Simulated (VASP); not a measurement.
# TePt (P6_3/mmc) in VASP: notebook

TePt is run at these levels: r2SCAN; tasks: single point, relaxation of shape and atoms at fixed volume.

Everything below comes from runs of VASP 6.6.1. Logs are shortened: lines on timing, memory, paths and dates and some standing lists are left out, and cuts for length are marked.

## Step 1: The cell of the first run

Symmetry: P6_3/mmc, No. 194, hexagonal system. Conventional cell: a = 4.111 Å, b = 4.111 Å, c = 5.446 Å, α = 90.00°, β = 90.00°, γ = 120.00°. Te (site symmetry -6m2) has 6 Pt at 2.74 Å within 3.6 Å. Pt (site symmetry -3m) has 2 Pt at 2.72 Å and 6 Te at 2.74 Å within 3.6 Å.

## Step 2: Single point, r2SCAN

POSCAR reads:

```
TePt
1.0
    4.1109998117      0.0000000000      0.0000000000
   -2.0554999058      3.5602302718      0.0000000000
    0.0000000000      0.0000000000      5.4460000000
Te Pt
2 2
Direct
    0.3333333333      0.6666666667      0.2500000000
    0.6666666667      0.3333333333      0.7500000000
    0.0000000000      0.0000000000      0.0000000000
    0.0000000000      0.0000000000      0.5000000000
```

INCAR.step1 reads:

```
SYSTEM = TePt
PREC     = Accurate       ! precision mode
ENCUT    = 520            ! plane-wave cutoff, eV
ISMEAR   = 0              ! smearing method
SIGMA    = 0.1            ! smearing width, eV
LREAL    = .False.        ! projectors in reciprocal space
LASPH    = .True.         ! aspherical terms in the spheres
NELM     = 60             ! most SCF steps
NBANDS   = 24             ! bands
GGA      = PE             ! functional
ALGO     = Normal         ! electronic algorithm
EDIFF    = 1E-4           ! SCF threshold, eV
LWAVE    = .True.         ! write WAVECAR
LCHARG   = .False.        ! write CHGCAR
```

INCAR.step2 reads:

```
SYSTEM = TePt
PREC     = Accurate       ! precision mode
ENCUT    = 520            ! plane-wave cutoff, eV
EDIFF    = 1E-6           ! SCF threshold, eV
ISMEAR   = 0              ! smearing method
SIGMA    = 0.1            ! smearing width, eV
LREAL    = .False.        ! projectors in reciprocal space
LASPH    = .True.         ! aspherical terms in the spheres
NELM     = 60             ! most SCF steps
ALGO     = Normal         ! electronic algorithm
ISIF     = 2              ! what is computed and relaxed
LWAVE    = .False.        ! write WAVECAR
LCHARG   = .False.        ! write CHGCAR
METAGGA  = R2SCAN         ! meta-GGA
LMIXTAU  = .True.       
NBANDS   = 24             ! bands
ISTART   = 1
```

KPOINTS reads:

```
regular mesh
0
Gamma
  6 6 4
  0 0 0
```

Potentials or basis: VASP PAW PBE potentials, release 64 (Te, Pt).

Command:

```bash
$ cat potpaw_PBE.64/Te/POTCAR potpaw_PBE.64/Pt/POTCAR > POTCAR
$ cp INCAR.step1 INCAR
$ mpirun -np 1 vasp_std > vasp.out
$ cp INCAR.step2 INCAR
$ mpirun -np 1 vasp_std > vasp.out
```

OUTCAR:

```text
SYSTEM = TePt
   PREC = Accurate
   ENCUT = 520
   EDIFF = 1E-6
   ISMEAR = 0
   LREAL = .False.
   LASPH = .True.
   NELM = 60
   ISIF = 2
   METAGGA = R2SCAN
   ISTART = 1

 ion  position               nearest neighbor table
   1  0.333  0.667  0.250-   3 2.74   4 2.74   3 2.74   4 2.74   3 2.74   4 2.74   2 3.61   2 3.61
                             2 3.61   2 3.61   2 3.61   2 3.61
   2  0.667  0.333  0.750-   3 2.74   4 2.74   3 2.74   4 2.74   3 2.74   4 2.74   1 3.61   1 3.61
                             1 3.61   1 3.61   1 3.61   1 3.61
   3  0.000  0.000  0.000-   4 2.72   4 2.72   1 2.74   2 2.74   1 2.74   2 2.74   2 2.74   1 2.74

   4  0.000  0.000  0.500-   3 2.72   3 2.72   1 2.74   2 2.74   1 2.74   2 2.74   2 2.74   1 2.74

  LATTYP: Found a hexagonal cell.
 ALAT       =     4.1109998117
 C/A-ratio  =     1.3247385671

  Lattice vectors:

 A1 = (   4.1109998117,   0.0000000000,   0.0000000000)
 A2 = (  -2.0554999058,   3.5602302718,   0.0000000000)
 A3 = (   0.0000000000,   0.0000000000,   5.4460000000)

Analysis of symmetry for initial positions (statically):
=====================================================================
 Subroutine PRICEL returns:
 Original cell was already a primitive cell.

 Routine SETGRP: Setting up the symmetry group for a
 hexagonal supercell.

 Subroutine GETGRP returns: Found 24 space group operations
 (whereof 12 operations were pure point group operations)
 out of a pool of 24 trial point group operations.

The static configuration has the point symmetry D_3d.
 The point group associated with its full space group is D_6h.

Analysis of symmetry for dynamics (positions and initial velocities):
=====================================================================
 Subroutine PRICEL returns:
 Original cell was already a primitive cell.

 Routine SETGRP: Setting up the symmetry group for a
 hexagonal supercell.

 Subroutine GETGRP returns: Found 24 space group operations
 (whereof 12 operations were pure point group operations)
 out of a pool of 24 trial point group operations.

The dynamic configuration has the point symmetry D_3d.
 The point group associated with its full space group is D_6h.

 Subroutine INISYM returns: Found 24 space group operations
 (whereof 12 operations are pure point group operations),
 and found     1 'primitive' translations

[... 86 lines left out ...]
   ISTART =      1    job   : 0-new  1-cont  2-samecut
   ICHARG =      0    charge: 1-file 2-atom 10-const
   ISPIN  =      1    spin polarized calculation?
   LNONCOLLINEAR =      F non collinear calculations
   LSORBIT =      F    spin-orbit coupling
   LASPH  =      T    aspherical Exc in radial PAW
   ENCUT  =  520.0 eV  38.22 Ry    6.18 a.u.   7.64  7.64 10.13*2*pi/ulx,y,z
   NELM   =     60;   NELMIN=  2; NELMDL=  0     # of ELM steps
   EDIFF  = 0.1E-05   stopping-criterion for ELM
   LREAL  =      F    real-space projection
[... 7 lines left out ...]
   TEBEG  =    0.0;   TEEND  =   0.0 temperature during run
   PSTRESS=    0.0 pullay stress
   NELECT =      32.0000    total number of electrons
   NUPDOWN=      -1.0000    fix difference up-down
   EMIN   =  10.00;   EMAX   =-10.00  energy-range for DOS
   EFERMI =   0.00;   METHOD = LEGACY
   ISMEAR =     0;   SIGMA  =   0.10  broadening in eV -4-tet -1-fermi 0-gaus
   EFERMI_NEDOS =   21; number of points for ismear=-14 and -15
   IALGO  =     38    algorithm
   IMIX   =      4    mixing-type and parameters
     AMIX     =   0.40;   BMIX     =  1.00
     AMIX_MAG =   1.60;   BMIX_MAG =  1.00
  volume/ion in A,a.u.               =      19.93       134.47
  Fermi-wavevector in a.u.,A,eV,Ry     =   1.207695  2.282212 19.844452  1.458526
  Thomas-Fermi vector in A             =   2.343325
   LORBIT       =      0    0 simple, 1 ext, 2 COOP (PROOUT), +10 PAW based schemes
   METAGGA = R2SCAN    functional components
   LHFCALC =     F    Hartree Fock is set to
   AEXX    =    0.0000 exact exchange contribution
   IVDW    =     0    specifies the selected vdW correction
   LEPSILON=     F    determine dielectric tensor
   LRPA    =     F    only Hartree local field effects (RPA)
 non-spin polarized calculation
 Gauss-broadening in eV      SIGMA  =   0.10
  energy-cutoff  :      520.00
  volume of cell :       79.71
 maximum number of plane-waves:      2187
 NGX is ok and might be reduce to    32
   NGX = 15   NGY = 15   NGZ = 21

 number of electron      31.9999996 magnetization

 Free energy of the ion-electron system (eV)
  ---------------------------------------------------
  ext. energy  EPLUGINS =         0.00000000
  ---------------------------------------------------
  free energy    TOTEN  =      -154.31168337 eV

  energy without entropy =     -154.30296500  energy(sigma->0) =     -154.30732419

 E-fermi :  10.7018     XC(G=0): -12.3655

 val. band max:       10.6650515247   @ k =   0.3333   0.0000   0.5000
 cond. band min:      10.8764069969   @ k =   0.3333   0.1667   0.2500
 fundamental gap:      0.2113554722
 Fermi energy:        10.7017574792

 k-point     1 :       0.0000    0.0000    0.0000
  band No.  band energies     occupation
      1      -4.5551      2.00000
      2      -1.2154      2.00000
      3       2.4888      2.00000
      4       3.6823      2.00000
      5       3.6823      2.00000
      6       4.4035      2.00000
[... 556 lines left out ...]
     23      19.2864      0.00000
     24      19.2864      0.00000

------------------------ aborting loop because EDIFF is reached ----------------------------------------

  FORCE on cell =-STRESS in cart. coord.  units (eV):
  Direction    XX          YY          ZZ          XY          YZ          ZX
  --------------------------------------------------------------------------------------
  -------------------------------------------------------------------------------------
  Total        7.5441956      7.5441956      7.5643903      0.0000000     -0.0000000      0.0000000
  in kB      151.6422926    151.6422926    152.0482168      0.0000000     -0.0000000      0.0000000
  external PRESSURE =     151.7776007 kB  Pullay stress =       0.0000000 kB

 VOLUME and BASIS-vectors are now :
 -----------------------------------------------------------------------------
  energy-cutoff  :      520.00
  volume of cell :       79.71
      direct lattice vectors                 reciprocal lattice vectors
     4.110999812  0.000000000  0.000000000     0.243249829  0.140440354  0.000000000
    -2.055499906  3.560230272  0.000000000     0.000000000  0.280880708  0.000000000
     0.000000000  0.000000000  5.446000000     0.000000000  0.000000000  0.183621006

 POSITION                                       TOTAL-FORCE (eV/Angst)
 -----------------------------------------------------------------------------------
     -0.00000      2.37349      1.36150         0.000000      0.000000      0.000000
      2.05550      1.18674      4.08450        -0.000000     -0.000000      0.000000
      0.00000      0.00000      0.00000        -0.000000      0.000000      0.000000
      0.00000      0.00000      2.72300         0.000000      0.000000      0.000000
 -----------------------------------------------------------------------------------
    total drift:                               -0.000000      0.000000      0.000000

  FREE ENERGIE OF THE ION-ELECTRON SYSTEM (eV)
  ---------------------------------------------------
  free  energy   TOTEN  =      -154.3116833734 eV

  energy  without entropy=     -154.3029650007  energy(sigma->0) =     -154.30732419
```

OSZICAR.step1:

```text
N       E                     dE             d eps       ncg     rms          rms(c)
DAV:   1     0.176840086904E+03    0.17684E+03   -0.14365E+04  1008   0.120E+03
DAV:   2    -0.119256111289E+02   -0.18877E+03   -0.17343E+03  1200   0.238E+02
DAV:   3    -0.191343159762E+02   -0.72087E+01   -0.70969E+01  1288   0.457E+01
DAV:   4    -0.192202260882E+02   -0.85910E-01   -0.85896E-01  1144   0.563E+00
DAV:   5    -0.192220813262E+02   -0.18552E-02   -0.18552E-02  1272   0.799E-01    0.242E+01
DAV:   6    -0.189419463526E+02    0.28013E+00   -0.68850E-01  1096   0.672E+00    0.144E+01
DAV:   7    -0.188748623807E+02    0.67084E-01   -0.11607E-01  1048   0.249E+00    0.203E+00
DAV:   8    -0.188637258826E+02    0.11136E-01   -0.42103E-02  1112   0.176E+00    0.774E-01
DAV:   9    -0.188638911905E+02   -0.16531E-03   -0.21046E-03  1232   0.249E-01    0.364E-01
DAV:  10    -0.188638682767E+02    0.22914E-04   -0.12337E-03  1080   0.216E-01    0.609E-02
DAV:  11    -0.188638421178E+02    0.26159E-04   -0.76637E-05   624   0.710E-02
   1 F= -.18863842E+02 E0= -.18858676E+02  d E =-.103323E-01
```

Wall time 2.3 min (1 thread of AMD EPYC 7R43 (Zen 3), shared host); peak memory 0.19 GiB.

What came out:

* Free energy: -154.3117 eV
* Pressure: 15.2 GPa
* Band gap on the k mesh: zero (band 16 reaches 11.89 eV, above the bottom of band 17 at 10.48 eV)

Levels at points of the mesh, in eV from the Fermi level:
```csv
k point,band 12,band 13,band 14,band 15,band 16,band 17,band 18,band 19,band 20,band 21
"(0.00, 0.00, 0.00)",-2.28,-1.83,-1.83,0.27,0.68,1.90,2.65,2.65,2.67,4.84
"(0.50, 0.00, 0.00)",-3.33,-2.95,-2.49,-2.27,-1.45,1.61,3.01,3.85,4.08,4.64
"(0.00, 0.00, 0.50)",-3.96,-2.63,-2.63,1.19,1.19,1.19,1.19,4.76,4.76,5.95
"(0.50, 0.00, 0.50)",-3.45,-3.42,-3.42,-0.51,-0.51,0.78,0.78,2.92,2.92,7.36
```

Caveat: the PAW data sets were made with another functional, which shifts forces and pressure a little; spin-orbit coupling is left out, which moves the levels of the heavy elements.

## Step 3: Relaxation of shape and atoms at fixed volume, r2SCAN (volume scaled by 0.94)

POSCAR reads:

```
TePt
1.0
    4.1464975003      0.0000000000      0.0000000000
   -2.0732487502      3.5909721720      0.0000000000
    0.0000000000      0.0000000000      5.5267300610
Te Pt
2 2
Direct
    0.3333333333      0.6666666667      0.2500000000
    0.6666666667      0.3333333333      0.7500000000
    0.0000000000      0.0000000000      0.0000000000
    0.0000000000      0.0000000000      0.5000000000
```

INCAR.step1 reads:

```
SYSTEM = TePt
PREC = Accurate
ENCUT = 600
ISMEAR = 0
SIGMA = 0.1
LREAL = .FALSE.
LASPH = .TRUE.
NELM = 80
GGA = PE
ALGO = Normal
EDIFF = 1E-4
LWAVE = .TRUE.
LCHARG = .FALSE.
```

INCAR.step2 reads:

```
SYSTEM = TePt
PREC = Accurate
ENCUT = 600
EDIFF = 1E-6
ISMEAR = 0
SIGMA = 0.1
LREAL = .FALSE.
LASPH = .TRUE.
NELM = 80
ALGO = Normal
ISIF = 4
LWAVE = .FALSE.
LCHARG = .FALSE.
METAGGA = R2SCAN
LMIXTAU = .TRUE.
IBRION = 2
NSW = 50
EDIFFG = -0.01
ISTART = 1
```

KPOINTS reads:

```
regular mesh
0
G
  12 12 8
  0 0 0
```

Potentials or basis: VASP PAW PBE potentials, release 64 (Te, Pt).

Command:

```bash
$ cat potpaw_PBE.64/Te/POTCAR potpaw_PBE.64/Pt/POTCAR > POTCAR
$ cp INCAR.step1 INCAR
$ mpirun -np 1 vasp_std > vasp.out
$ cp INCAR.step2 INCAR
$ mpirun -np 1 vasp_std > vasp.out
```

OUTCAR:

```text
SYSTEM = TePt
   PREC = Accurate
   ENCUT = 600
   EDIFF = 1E-6
   ISMEAR = 0
   LREAL = .FALSE.
   LASPH = .TRUE.
   NELM = 80
   ISIF = 4
   METAGGA = R2SCAN
   IBRION = 2
   NSW = 50
   EDIFFG = -0.01
   ISTART = 1

 ion  position               nearest neighbor table
   1  0.333  0.667  0.250-   3 2.76   4 2.76   3 2.76   4 2.76   3 2.76   4 2.76   2 3.66   2 3.66
                             2 3.66   2 3.66   2 3.66   2 3.66
   2  0.667  0.333  0.750-   3 2.76   4 2.76   3 2.76   4 2.76   3 2.76   4 2.76   1 3.66   1 3.66
                             1 3.66   1 3.66   1 3.66   1 3.66
[... 810 lines left out ...]
  -------------------------------------------------------------------------------------
  Total        4.8087238      4.8087238      4.8352351     -0.0000000     -0.0000000      0.0000000
  in kB       93.6221731     93.6221731     94.1383277     -0.0000000     -0.0000000      0.0000000
  external PRESSURE =      93.7942246 kB  Pullay stress =       0.0000000 kB

 VOLUME and BASIS-vectors are now :
 -----------------------------------------------------------------------------
  energy-cutoff  :      600.00
  volume of cell :       82.29
      direct lattice vectors                 reciprocal lattice vectors
     4.144325436 -0.000000000  0.000000000     0.241293792  0.139311036  0.000000000
    -2.072162718  3.589091109  0.000000000     0.000000000  0.278622072  0.000000000
    -0.000000000 -0.000000000  5.532524761    -0.000000000 -0.000000000  0.180749304

 POSITION                                       TOTAL-FORCE (eV/Angst)
 -----------------------------------------------------------------------------------
     -0.00000      2.39273      1.38313         0.000000     -0.000000     -0.000000
      2.07216      1.19636      4.14939        -0.000000      0.000000      0.000000
      4.14433     -0.00000      0.00000        -0.000000     -0.000000      0.000000
      4.14433     -0.00000      2.76626        -0.000000     -0.000000      0.000000
 -----------------------------------------------------------------------------------
    total drift:                               -0.000000      0.000000      0.000000

  FREE ENERGIE OF THE ION-ELECTRON SYSTEM (eV)
  ---------------------------------------------------
  free  energy   TOTEN  =      -154.4838111128 eV

  energy  without entropy=     -154.4746614128  energy(sigma->0) =     -154.47923626

 reached required accuracy - stopping structural energy minimisation
```

It took 11 min on 1 thread of Oxide Virtual Turin-like, shared host; peak memory 0.36 GiB.

What came out:

```
Free energy               : -154.4838 eV
Energy gained by relaxing : 0.0 meV/atom
Ionic steps               : 2
Pressure after relaxing   : 9.4 GPa
Band gap on the k mesh    : zero (band 16 reaches 11.29 eV, above the bottom of band 17 at 9.86 eV)
```

Final structure:
```xyz
4
Lattice="4.1443 0.0000 0.0000 -2.0722 3.5891 0.0000 0.0000 0.0000 5.5325" Properties=species:S:1:pos:R:3 pbc="T T T"
Te    0.0000    2.3927    1.3831
Te    2.0722    1.1964    4.1494
Pt    4.1443    0.0000    0.0000
Pt    4.1443    0.0000    2.7663
```

Caveat: the PAW data sets were made with another functional, which shifts forces and pressure a little; spin-orbit coupling is left out, which moves the levels of the heavy elements.
